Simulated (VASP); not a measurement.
# Ba (Im-3m) in VASP: single point with PBE

Aim: the single point of Ba with PBE.

Everything below comes from runs of VASP 6.6.1. Logs are shortened: lines on timing, memory, paths and dates and some standing lists are left out, and cuts for length are marked.

### Step 1. The cell of the first run

It takes space group Im-3m (No. 229, cubic). The conventional cell has a = 5.020 Å, b = 5.020 Å, c = 5.020 Å, α = 90.00°, β = 90.00°, γ = 90.00°. Within 5.7 Å of Ba (site symmetry m-3m) lie 14 Ba at 4.35 to 5.02 Å.

### Step 2. Single point, PBE

The input, INCAR:

```
ALGO = Normal
EDIFF = 1E-6
ENCUT = 520
GGA = PE
ISIF = 2
ISMEAR = 0
LASPH = True
LCHARG = False
LREAL = False
LWAVE = False
NBANDS = 11
NELM = 60
PREC = Accurate
SIGMA = 0.05
```

The input, KPOINTS:

```
k-points
0
Gamma
  12 12 12
```

The input, POSCAR:

```
Ba
1.0
   -2.5100000000      2.5100000000      2.5100000000
    2.5100000000     -2.5100000000      2.5100000000
    2.5100000000      2.5100000000     -2.5100000000
Ba
1
Direct
    0.0000000000      0.0000000000      0.0000000000
```

Potentials or basis: VASP PAW PBE potentials, release 64 (Ba_sv).

On the command line:

```
$ cat potpaw_PBE.64/Ba_sv/POTCAR > POTCAR
$ mpirun -np 1 vasp_std > vasp.out
```

OUTCAR:

```text
EDIFF = 1E-6
   ENCUT = 520
   GGA = PE
   ISIF = 2
   ISMEAR = 0
   LASPH = True
   LREAL = False
   NELM = 60
   PREC = Accurate

 ion  position               nearest neighbor table
   1  0.000  0.000  0.000-

  LATTYP: Found a body centered cubic cell.
 ALAT       =     5.0200000000

  Lattice vectors:

 A1 = (  -2.5100000000,   2.5100000000,   2.5100000000)
 A2 = (   2.5100000000,  -2.5100000000,   2.5100000000)
 A3 = (   2.5100000000,   2.5100000000,  -2.5100000000)

Analysis of symmetry for initial positions (statically):
=====================================================================
 Subroutine PRICEL returns:
 Original cell was already a primitive cell.

 Routine SETGRP: Setting up the symmetry group for a
 body centered cubic supercell.

 Subroutine GETGRP returns: Found 48 space group operations
 (whereof 48 operations were pure point group operations)
 out of a pool of 48 trial point group operations.

The static configuration has the point symmetry O_h .

Analysis of symmetry for dynamics (positions and initial velocities):
=====================================================================
 Subroutine PRICEL returns:
 Original cell was already a primitive cell.

 Routine SETGRP: Setting up the symmetry group for a
 body centered cubic supercell.

 Subroutine GETGRP returns: Found 48 space group operations
 (whereof 48 operations were pure point group operations)
 out of a pool of 48 trial point group operations.

The dynamic configuration has the point symmetry O_h .

 Subroutine INISYM returns: Found 48 space group operations
 (whereof 48 operations are pure point group operations),
 and found     1 'primitive' translations

----------------------------------------------------------------------------------------

                                     Primitive cell

  volume of cell :      63.2530

  direct lattice vectors                    reciprocal lattice vectors
    -2.510000000  2.510000000  2.510000000     0.000000000  0.199203187  0.199203187
     2.510000000 -2.510000000  2.510000000     0.199203187  0.000000000  0.199203187
     2.510000000  2.510000000 -2.510000000     0.199203187  0.199203187  0.000000000

  length of vectors
     4.347447527  4.347447527  4.347447527     0.281715849  0.281715849  0.281715849

  position of ions in fractional coordinates (direct lattice)
[... 81 lines left out ...]
   IBRION =     -1    ionic relax: 0-MD 1-quasi-New 2-CG
   NFREE  =      0    steps in history (QN), initial steepest desc. (CG)
   ISIF   =      2    stress and relaxation
   ISYM   =      2    0-nonsym 1-usesym 2-fastsym
   POTIM  = 0.5000    time-step for ionic-motion
   TEBEG  =    0.0;   TEEND  =   0.0 temperature during run
   PSTRESS=    0.0 pullay stress
   NELECT =      10.0000    total number of electrons
   NUPDOWN=      -1.0000    fix difference up-down
   EMIN   =  10.00;   EMAX   =-10.00  energy-range for DOS
   EFERMI =   0.00;   METHOD = LEGACY
   ISMEAR =     0;   SIGMA  =   0.05  broadening in eV -4-tet -1-fermi 0-gaus
   EFERMI_NEDOS =   21; number of points for ismear=-14 and -15
   IALGO  =     38    algorithm
   IMIX   =      4    mixing-type and parameters
     AMIX     =   0.40;   BMIX     =  1.00
     AMIX_MAG =   1.60;   BMIX_MAG =  1.00
  volume/ion in A,a.u.               =      63.25       426.85
  Fermi-wavevector in a.u.,A,eV,Ry     =   0.885213  1.672810 10.661553  0.783602
  Thomas-Fermi vector in A             =   2.006216
   LORBIT       =      0    0 simple, 1 ext, 2 COOP (PROOUT), +10 PAW based schemes
   GGA     = PE    functional components
   LHFCALC =     F    Hartree Fock is set to
   AEXX    =    0.0000 exact exchange contribution
   IVDW    =     0    specifies the selected vdW correction
   LEPSILON=     F    determine dielectric tensor
   LRPA    =     F    only Hartree local field effects (RPA)
 non-spin polarized calculation
 Gauss-broadening in eV      SIGMA  =   0.05
  energy-cutoff  :      520.00
  volume of cell :       63.25
 maximum number of plane-waves:      1724
   NGX = 17   NGY = 17   NGZ = 17

 number of electron      10.0000000 magnetization

 Free energy of the ion-electron system (eV)
  ---------------------------------------------------
  ext. energy  EPLUGINS =         0.00000000
  ---------------------------------------------------
  free energy    TOTEN  =        -1.90846746 eV

  energy without entropy =       -1.90680381  energy(sigma->0) =       -1.90763563

 E-fermi :   1.6299     XC(G=0):  -7.3964

 val. band max:        1.6154677183   @ k =   0.2500   0.1667   0.1667
 cond. band min:       1.6613034535   @ k =  -0.4167  -0.4167   0.1667
 fundamental gap:      0.0458357352
 Fermi energy:         1.6298636433

 k-point     1 :       0.0000    0.0000    0.0000
  band No.  band energies     occupation
      1     -27.2595      2.00000
      2     -12.2111      2.00000
      3     -12.2111      2.00000
      4     -12.2111      2.00000
      5      -1.1156      2.00000
      6       3.4588      0.00000
      7       3.4588      0.00000
      8       3.4588      0.00000
      9       4.8543      0.00000
     10       4.8543      0.00000
     11       8.5563      0.00000
[... 309 lines left out ...]
 k-point    24 :       0.4167    0.0833    0.0833
  band No.  band energies     occupation
      1     -27.2162      2.00000
      2     -12.6346      2.00000
      3     -12.3778      2.00000
      4     -12.2442      2.00000
      5       1.0156      2.00000
      6       2.2363      0.00000
      7       2.7064      0.00000
      8       4.9493      0.00000
      9       5.4241      0.00000
     10       7.1021      0.00000
     11       7.2680      0.00000

 [... further k-points ...]

------------------------ aborting loop because EDIFF is reached ----------------------------------------

  FORCE on cell =-STRESS in cart. coord.  units (eV):
  Direction    XX          YY          ZZ          XY          YZ          ZX
  --------------------------------------------------------------------------------------
  -------------------------------------------------------------------------------------
  Total        0.0249996      0.0249996      0.0249996      0.0000000      0.0000000      0.0000000
  in kB        0.6332312      0.6332312      0.6332312      0.0000000      0.0000000      0.0000000
  external PRESSURE =       0.6332312 kB  Pullay stress =       0.0000000 kB

 VOLUME and BASIS-vectors are now :
 -----------------------------------------------------------------------------
  energy-cutoff  :      520.00
  volume of cell :       63.25
      direct lattice vectors                 reciprocal lattice vectors
    -2.510000000  2.510000000  2.510000000     0.000000000  0.199203187  0.199203187
     2.510000000 -2.510000000  2.510000000     0.199203187  0.000000000  0.199203187
     2.510000000  2.510000000 -2.510000000     0.199203187  0.199203187  0.000000000

 POSITION                                       TOTAL-FORCE (eV/Angst)
 -----------------------------------------------------------------------------------
      0.00000      0.00000      0.00000         0.000000      0.000000      0.000000
 -----------------------------------------------------------------------------------
    total drift:                                0.000000      0.000000      0.000000

  FREE ENERGIE OF THE ION-ELECTRON SYSTEM (eV)
  ---------------------------------------------------
  free  energy   TOTEN  =        -1.9084674566 eV

  energy  without entropy=       -1.9068038098  energy(sigma->0) =       -1.90763563
```

OSZICAR:

```text
N       E                     dE             d eps       ncg     rms          rms(c)
DAV:   1     0.546275983953E+02    0.54628E+02   -0.42227E+03  1584   0.746E+02
DAV:   2     0.776980627656E+00   -0.53851E+02   -0.52383E+02  1927   0.137E+02
DAV:   3    -0.184022534748E+01   -0.26172E+01   -0.25990E+01  2040   0.313E+01
DAV:   4    -0.190587617587E+01   -0.65651E-01   -0.65557E-01  2026   0.462E+00
DAV:   5    -0.190790966273E+01   -0.20335E-02   -0.20333E-02  2192   0.615E-01    0.161E+00
DAV:   6    -0.190770025994E+01    0.20940E-03   -0.30450E-03  1888   0.529E-01    0.960E-01
DAV:   7    -0.190826860179E+01   -0.56834E-03   -0.66108E-03  1814   0.857E-01    0.433E-02
DAV:   8    -0.190845798557E+01   -0.18938E-03   -0.34033E-04  2404   0.106E-01    0.278E-02
DAV:   9    -0.190846588416E+01   -0.78986E-05   -0.65468E-06  1929   0.228E-02    0.684E-03
DAV:  10    -0.190846751859E+01   -0.16344E-05   -0.45960E-06  1896   0.140E-02    0.161E-03
DAV:  11    -0.190846745664E+01    0.61955E-07   -0.55448E-07  1077   0.661E-03
   1 F= -.19084675E+01 E0= -.19076356E+01  d E =-.166365E-02
```

Wall time 32 s (1 thread of Intel Xeon 8259CL, shared host); peak memory 0.2 GiB.

What came out:

- Free energy: -1.9085 eV
- Pressure: 0.1 GPa
- Band gap on the k mesh: zero (bands 5 and 6 overlap by 1.06 eV)

Levels at points of the mesh, in eV from the Fermi level:
```csv
k point,band 3,band 4,band 5,band 6,band 7,band 8
"(0.00, 0.00, 0.00)",-13.84,-13.84,-2.75,1.83,1.83,1.83
"(0.50, 0.00, 0.00)",-13.99,-13.84,-0.89,0.70,1.24,3.19
"(0.50, 0.50, 0.50)",-14.16,-14.16,-0.54,-0.54,4.34,4.34
```

Caveat: spin-orbit coupling is left out, which moves the levels of the heavy elements.
